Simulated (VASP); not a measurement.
# Ni3Pt (Pm-3m) in VASP: a series of runs

The runs below take Ni3Pt through single point, with LDA.

Program: VASP 6.6.1. These are calculated values, not measurements. Logs are shortened: lines on timing, memory, paths and dates and some standing lists are left out, and cuts for length are marked.

## (1) The cell of the first run

It takes space group Pm-3m (No. 221, cubic). Conventional cell: a = 3.514 Å, b = 3.514 Å, c = 3.514 Å, α = 90.00°, β = 90.00°, γ = 90.00°. Ni (site symmetry 4/mmm) has 8 Ni at 2.48 Å and 4 Pt at 2.48 Å within 3.3 Å. Pt (site symmetry m-3m) has 12 Ni at 2.48 Å within 3.3 Å.

## (2) Single point, LDA, collinear spin, ferromagnetic start (volume scaled by 0.960)

INCAR reads:

```
PREC = Accurate
ENCUT = 520
EDIFF = 1E-7
ISMEAR = 0
SIGMA = 0.05
LREAL = False
LASPH = True
NELM = 150
ALGO = Fast
ISIF = 2
LWAVE = False
LCHARG = True
ISPIN = 2
MAGMOM = 0.6 0.6 0.6 0
LORBIT = 11
LMAXMIX = 4
LELF = True
LVHAR = True
NBANDS = 32
```

KPOINTS reads:

```
regular mesh
0
Gamma
  12 12 12
```

POSCAR reads:

```
Ni3Pt
1.0
    3.5137362763      0.0000000000      0.0000000000
    0.0000000000      3.5137362763      0.0000000000
    0.0000000000      0.0000000000      3.5137362763
Ni Pt
3 1
Direct
    0.5000000000      0.0000000000      0.5000000000
    0.0000000000      0.5000000000      0.5000000000
    0.5000000000      0.5000000000      0.0000000000
    0.0000000000      0.0000000000      0.0000000000
```

Potentials or basis: VASP PAW LDA potentials, release 64 (Ni, Pt).

On the command line:

```console
> cat potpaw_LDA.64/Ni/POTCAR potpaw_LDA.64/Pt/POTCAR > POTCAR
> mpirun -np 1 vasp_std > vasp.out
```

OUTCAR:

```text
PREC = Accurate
   ENCUT = 520
   EDIFF = 1E-7
   ISMEAR = 0
   LREAL = False
   LASPH = True
   NELM = 150
   ISIF = 2
   ISPIN = 2
   LORBIT = 11

 ion  position               nearest neighbor table
   1  0.500  0.000  0.500-   2 2.48   3 2.48   4 2.48   3 2.48   4 2.48   2 2.48   3 2.48   3 2.48
                             2 2.48   4 2.48   4 2.48   2 2.48
   2  0.000  0.500  0.500-   1 2.48   3 2.48   4 2.48   3 2.48   4 2.48   1 2.48   4 2.48   4 2.48
                             1 2.48   3 2.48   3 2.48   1 2.48
   3  0.500  0.500  0.000-   1 2.48   2 2.48   4 2.48   1 2.48   2 2.48   1 2.48   4 2.48   1 2.48
                             2 2.48   4 2.48   2 2.48   4 2.48
   4  0.000  0.000  0.000-   1 2.48   2 2.48   3 2.48   1 2.48   2 2.48   2 2.48   3 2.48   2 2.48
                             1 2.48   3 2.48   1 2.48   3 2.48

  LATTYP: Found a simple cubic cell.
 ALAT       =     3.5137362763

  Lattice vectors:

 A1 = (   3.5137362763,   0.0000000000,   0.0000000000)
 A2 = (   0.0000000000,   3.5137362763,   0.0000000000)
 A3 = (   0.0000000000,   0.0000000000,   3.5137362763)

Analysis of symmetry for initial positions (statically):
=====================================================================
 Subroutine PRICEL returns:
 Original cell was already a primitive cell.

 Routine SETGRP: Setting up the symmetry group for a
 simple cubic supercell.

 Subroutine GETGRP returns: Found 48 space group operations
[... 9 lines left out ...]

 Routine SETGRP: Setting up the symmetry group for a
 simple cubic supercell.

 Subroutine GETGRP returns: Found 48 space group operations
 (whereof 48 operations were pure point group operations)
 out of a pool of 48 trial point group operations.

The dynamic configuration has the point symmetry O_h .

Analysis of structural, dynamic, and magnetic symmetry:
=====================================================================
 Subroutine PRICEL returns:
 Original cell was already a primitive cell.

 Routine SETGRP: Setting up the symmetry group for a
 simple cubic supercell.

 Subroutine GETGRP returns: Found 48 space group operations
 (whereof 48 operations were pure point group operations)
 out of a pool of 48 trial point group operations.

The overall configuration has the point symmetry O_h .

 Subroutine INISYM returns: Found 48 space group operations
[... 5 lines left out ...]
                                     Primitive cell

  volume of cell :      43.3818

  direct lattice vectors                    reciprocal lattice vectors
     3.513736276  0.000000000  0.000000000     0.284597341  0.000000000  0.000000000
     0.000000000  3.513736276  0.000000000     0.000000000  0.284597341  0.000000000
[... 113 lines left out ...]
   LORBIT       =     11    0 simple, 1 ext, 2 COOP (PROOUT), +10 PAW based schemes
   GGA     = CA    functional components
   LHFCALC =     F    Hartree Fock is set to
   AEXX    =    0.0000 exact exchange contribution
   IVDW    =     0    specifies the selected vdW correction
   LEPSILON=     F    determine dielectric tensor
   LRPA    =     F    only Hartree local field effects (RPA)
 spin polarized calculation
 RMM-DIIS sequential band-by-band and
 Gauss-broadening in eV      SIGMA  =   0.05
  energy-cutoff  :      520.00
  volume of cell :       43.38
 maximum number of plane-waves:      1193
 NGX is ok and might be reduce to    28
   NGX = 13   NGY = 13   NGZ = 13

 number of electron      39.9999983 magnetization       1.7649575

 Free energy of the ion-electron system (eV)
  ---------------------------------------------------
  ext. energy  EPLUGINS =         0.00000000
  ---------------------------------------------------
  free energy    TOTEN  =       -27.41321987 eV

  energy without entropy =      -27.40497780  energy(sigma->0) =      -27.40909883

 E-fermi :  11.2629     XC(G=0): -14.1966

 val. band max:       11.2626811650   @ k =   0.5000   0.4167   0.2500
 cond. band min:      11.2629735456   @ k =   0.4167   0.3333   0.1667
 fundamental gap:      0.0002923806
 Fermi energy:        11.2628612567

 spin component 1

 k-point     1 :       0.0000    0.0000    0.0000
  band No.  band energies     occupation
      1       1.0505      1.00000
      2       4.4980      1.00000
      3       4.4980      1.00000
      4       5.5941      1.00000
      5       5.5941      1.00000
      6       5.5941      1.00000
[... 829 lines left out ...]
     31      27.2974      0.00000
     32      27.9891      0.00000

 [... further k-points ...]

 spin component 2

 k-point     1 :       0.0000    0.0000    0.0000
  band No.  band energies     occupation
      1       1.0991      1.00000
      2       4.6583      1.00000
      3       4.6583      1.00000
      4       5.8614      1.00000
      5       5.8614      1.00000
      6       5.8614      1.00000
[... 829 lines left out ...]
     31      27.3979      0.00000
     32      28.1320      0.00000

 [... further k-points ...]
[... 5 lines left out ...]
  --------------------------------------------------------------------------------------
  -------------------------------------------------------------------------------------
  Total        3.2666011      3.2666011      3.2666011     -0.0000000      0.0000000      0.0000000
  in kB      120.6421877    120.6421877    120.6421877     -0.0000000      0.0000000      0.0000000
  external PRESSURE =     120.6421877 kB  Pullay stress =       0.0000000 kB

 VOLUME and BASIS-vectors are now :
 -----------------------------------------------------------------------------
  energy-cutoff  :      520.00
  volume of cell :       43.38
      direct lattice vectors                 reciprocal lattice vectors
     3.513736276  0.000000000  0.000000000     0.284597341  0.000000000  0.000000000
     0.000000000  3.513736276  0.000000000     0.000000000  0.284597341  0.000000000
     0.000000000  0.000000000  3.513736276     0.000000000  0.000000000  0.284597341

 POSITION                                       TOTAL-FORCE (eV/Angst)
 -----------------------------------------------------------------------------------
      1.75687      0.00000      1.75687         0.000000      0.000000      0.000000
      0.00000      1.75687      1.75687         0.000000      0.000000      0.000000
      1.75687      1.75687      0.00000         0.000000      0.000000      0.000000
      0.00000      0.00000      0.00000         0.000000      0.000000      0.000000
 -----------------------------------------------------------------------------------
    total drift:                                0.000000      0.000000      0.000000

  FREE ENERGIE OF THE ION-ELECTRON SYSTEM (eV)
  ---------------------------------------------------
  free  energy   TOTEN  =       -27.4132198692 eV

  energy  without entropy=      -27.4049777989  energy(sigma->0) =      -27.40909883

 total charge

# of ion       s       p       d       tot
------------------------------------------
    1        0.514   0.582   8.398   9.494
    2        0.514   0.582   8.398   9.494
    3        0.514   0.582   8.398   9.494
    4        0.798   0.784   8.129   9.710
--------------------------------------------------
tot          2.338   2.530  33.323  38.191

 magnetization (x)

# of ion       s       p       d       tot
------------------------------------------
    1       -0.003  -0.009   0.512   0.500
    2       -0.003  -0.009   0.512   0.500
    3       -0.003  -0.009   0.512   0.500
    4       -0.004  -0.017   0.279   0.257
--------------------------------------------------
tot         -0.012  -0.045   1.814   1.757
```

stdout:

```text
POSCAR found type information on POSCAR NiPt
 POSCAR found :  2 types and       4 ions
 scaLAPACK will be used
 LDA part: xc-table for (Slater(with rela. corr.)+CA(PZ))
 , standard interpolation
 POSCAR, INCAR and KPOINTS ok, starting setup
 FFT: planning ... GRIDC
 FFT: planning ... GRID_SOFT
 FFT: planning ... GRID
 WAVECAR not read
 entering main loop
 num prob  num prob WARNING in EDDRMM: call to ZHEGV failed, returncode =   6  3     31
 num prob WARNING in EDDRMM: call to ZHEGV failed, returncode =   6  3     30
```

It took 3.2 min on 1 thread of Intel Xeon Platinum 8559C (Emerald Rapids), shared host; peak memory 0.27 GiB.

Results:

```
Free energy                                           : -27.4132 eV
Pressure                                              : 12.1 GPa
Net moment                                            : 1.76 μB per cell
Site moments                                          : Ni +0.50; Pt +0.26 μB
Valence electrons inside the program's atomic spheres : Ni 9.49; Pt 9.71
```

Caveat: spin-orbit coupling is left out, which moves the levels of the heavy elements.

## (3) Single point, LDA, collinear spin, ferromagnetic start (volume scaled by 0.980)

INCAR reads:

```
ALGO     = Normal         # electronic algorithm
EDIFF    = 1E-7           # SCF threshold, eV
ENCUT    = 520            # plane-wave cutoff, eV
GGA      = CA             # functional
ISIF     = 2              # what is computed and relaxed
ISMEAR   = 0              # smearing method
ISPIN    = 2              # spin polarisation
LASPH    = True           # aspherical terms in the spheres
LCHARG   = False          # write CHGCAR
LMAXMIX  = 4              # l up to which the mixer works
LORBIT   = 11             # projections on sites
LREAL    = False          # projectors in reciprocal space
LWAVE    = False          # write WAVECAR
MAGMOM   = 0.62 0.62 0.62 0 # initial moments
NBANDS   = 32             # bands
NELM     = 150            # most SCF steps
PREC     = Accurate       # precision mode
SIGMA    = 0.05           # smearing width, eV
```

KPOINTS reads:

```
k-points
0
Gamma
  12 12 12
```

POSCAR reads:

```
Ni3Pt
1.0
    3.5379697060      0.0000000000      0.0000000000
    0.0000000000      3.5379697060      0.0000000000
    0.0000000000      0.0000000000      3.5379697060
Ni Pt
3 1
Direct
    0.5000000000      0.0000000000      0.5000000000
    0.0000000000      0.5000000000      0.5000000000
    0.5000000000      0.5000000000      0.0000000000
    0.0000000000      0.0000000000      0.0000000000
```

Potentials or basis: VASP PAW LDA potentials, release 64 (Ni, Pt).

On the command line:

```console
> cat potpaw_LDA.64/Ni/POTCAR potpaw_LDA.64/Pt/POTCAR > POTCAR
> mpirun -np 1 vasp_std > vasp.out
```

OUTCAR:

```text
EDIFF = 1E-7
   ENCUT = 520
   GGA = CA
   ISIF = 2
   ISMEAR = 0
   ISPIN = 2
   LASPH = True
   LORBIT = 11
   LREAL = False
   NELM = 150
   PREC = Accurate

 ion  position               nearest neighbor table
   1  0.500  0.000  0.500-   2 2.50   3 2.50   4 2.50   3 2.50   4 2.50   2 2.50   3 2.50   3 2.50
                             2 2.50   4 2.50   4 2.50   2 2.50
   2  0.000  0.500  0.500-   1 2.50   3 2.50   4 2.50   3 2.50   4 2.50   1 2.50   4 2.50   4 2.50
[... 1916 lines left out ...]
  volume of cell :       44.29
      direct lattice vectors                 reciprocal lattice vectors
     3.537969706  0.000000000  0.000000000     0.282647983  0.000000000  0.000000000
     0.000000000  3.537969706  0.000000000     0.000000000  0.282647983  0.000000000
     0.000000000  0.000000000  3.537969706     0.000000000  0.000000000  0.282647983

 POSITION                                       TOTAL-FORCE (eV/Angst)
 -----------------------------------------------------------------------------------
      1.76898      0.00000      1.76898         0.000000      0.000000      0.000000
      0.00000      1.76898      1.76898         0.000000      0.000000      0.000000
      1.76898      1.76898      0.00000         0.000000      0.000000      0.000000
      0.00000      0.00000      0.00000         0.000000      0.000000      0.000000
 -----------------------------------------------------------------------------------
    total drift:                                0.000000      0.000000      0.000000

  FREE ENERGIE OF THE ION-ELECTRON SYSTEM (eV)
  ---------------------------------------------------
  free  energy   TOTEN  =       -27.4633572519 eV

  energy  without entropy=      -27.4549719357  energy(sigma->0) =      -27.45916459

 total charge

# of ion       s       p       d       tot
------------------------------------------
    1        0.504   0.560   8.383   9.447
    2        0.504   0.560   8.383   9.447
    3        0.504   0.560   8.383   9.447
    4        0.785   0.756   8.110   9.652
--------------------------------------------------
tot          2.296   2.436  33.261  37.993

 magnetization (x)

# of ion       s       p       d       tot
------------------------------------------
    1       -0.003  -0.010   0.521   0.509
    2       -0.003  -0.010   0.521   0.509
    3       -0.003  -0.010   0.521   0.509
    4       -0.004  -0.018   0.279   0.257
--------------------------------------------------
tot         -0.013  -0.047   1.842   1.782
```

OSZICAR:

```text
N       E                     dE             d eps       ncg     rms          rms(c)
DAV:   1     0.277890981488E+03    0.27789E+03   -0.17669E+04 11304   0.170E+03
DAV:   2    -0.114560973951E+02   -0.28935E+03   -0.26960E+03 10896   0.340E+02
DAV:   3    -0.306937211308E+02   -0.19238E+02   -0.18517E+02 12232   0.105E+02
DAV:   4    -0.310350560967E+02   -0.34133E+00   -0.34097E+00 12232   0.137E+01
DAV:   5    -0.310472860423E+02   -0.12230E-01   -0.12229E-01 13816   0.223E+00    0.246E+01
DAV:   6    -0.305450559085E+02    0.50223E+00   -0.20221E+01 12248   0.832E+01    0.198E+01
DAV:   7    -0.279686509093E+02    0.25764E+01   -0.22934E+01 13376   0.676E+01    0.968E+00
DAV:   8    -0.275376637145E+02    0.43099E+00   -0.64015E-01 15400   0.117E+01    0.372E+00
DAV:   9    -0.274690335734E+02    0.68630E-01   -0.13442E-01 16984   0.549E+00    0.112E+00
DAV:  10    -0.274645137227E+02    0.45199E-02   -0.21886E-02 12536   0.161E+00    0.389E-01
DAV:  11    -0.274636660407E+02    0.84768E-03   -0.28922E-03 15960   0.623E-01    0.185E-01
DAV:  12    -0.274633784772E+02    0.28756E-03   -0.77991E-04 15912   0.463E-01    0.883E-02
DAV:  13    -0.274633610999E+02    0.17377E-04   -0.73405E-05 14752   0.148E-01    0.347E-02
DAV:  14    -0.274633576345E+02    0.34654E-05   -0.10387E-05 14288   0.402E-02    0.974E-03
DAV:  15    -0.274633572506E+02    0.38384E-06   -0.10080E-06 12920   0.847E-03    0.421E-03
DAV:  16    -0.274633572519E+02   -0.12933E-08   -0.61616E-08  7440   0.310E-03
   1 F= -.27463357E+02 E0= -.27459165E+02  d E =-.838532E-02  mag=     1.7869
```

stdout:

```text
POSCAR found type information on POSCAR NiPt
 POSCAR found :  2 types and       4 ions
 scaLAPACK will be used
 LDA part: xc-table for (Slater(with rela. corr.)+CA(PZ))
 , standard interpolation
 POSCAR, INCAR and KPOINTS ok, starting setup
 FFT: planning ... GRIDC
 FFT: planning ... GRID_SOFT
 FFT: planning ... GRID
 WAVECAR not read
 entering main loop
```

It took 2.7 min on 1 thread of Intel Xeon Platinum 8559C (Emerald Rapids), shared host; peak memory 0.28 GiB.

What came out:

| Quantity | Value |
| --- | --- |
| Free energy | -27.4634 eV |
| Pressure | 5.7 GPa |
| Net moment | 1.79 μB per cell |
| Site moments | Ni +0.51; Pt +0.26 μB |
| Valence electrons inside the program's atomic spheres | Ni 9.45; Pt 9.65 |

Levels at points of the mesh, in eV from the Fermi level:
Spin up:
| k point | band 17 | band 18 | band 19 | band 20 | band 21 | band 22 | band 23 | band 24 | band 25 | band 26 |
| --- | --- | --- | --- | --- | --- | --- | --- | --- | --- | --- |
| (0.00, 0.00, 0.00) | -0.11 | -0.11 | 0.32 | 0.32 | 0.32 | 2.25 | 2.25 | 2.25 | 9.00 | 11.23 |
| (0.50, 0.00, 0.00) | -1.43 | -1.34 | -0.93 | -0.65 | -0.38 | 0.29 | 7.87 | 7.87 | 8.96 | 8.96 |
| (0.50, 0.50, 0.00) | -1.56 | -1.31 | -1.26 | -1.26 | 0.97 | 0.97 | 1.50 | 2.53 | 10.83 | 11.91 |
| (0.50, 0.50, 0.50) | -0.40 | -0.40 | -0.40 | -0.18 | -0.18 | -0.14 | -0.14 | -0.14 | 5.13 | 7.26 |
Spin down:
```tsv
k point	band 16	band 17	band 18	band 19	band 20	band 21	band 22	band 23
(0.00, 0.00, 0.00)	0.19	0.31	0.31	0.77	0.77	0.77	2.30	2.30
(0.50, 0.00, 0.00)	-1.10	-1.00	-0.91	-0.43	-0.27	0.19	0.75	8.04
(0.50, 0.50, 0.00)	-1.27	-1.00	-0.81	-0.81	-0.78	1.39	1.39	1.88
(0.50, 0.50, 0.50)	-0.37	-0.03	-0.03	-0.03	0.27	0.27	0.33	0.33
```

Caveat: spin-orbit coupling is left out, which moves the levels of the heavy elements.
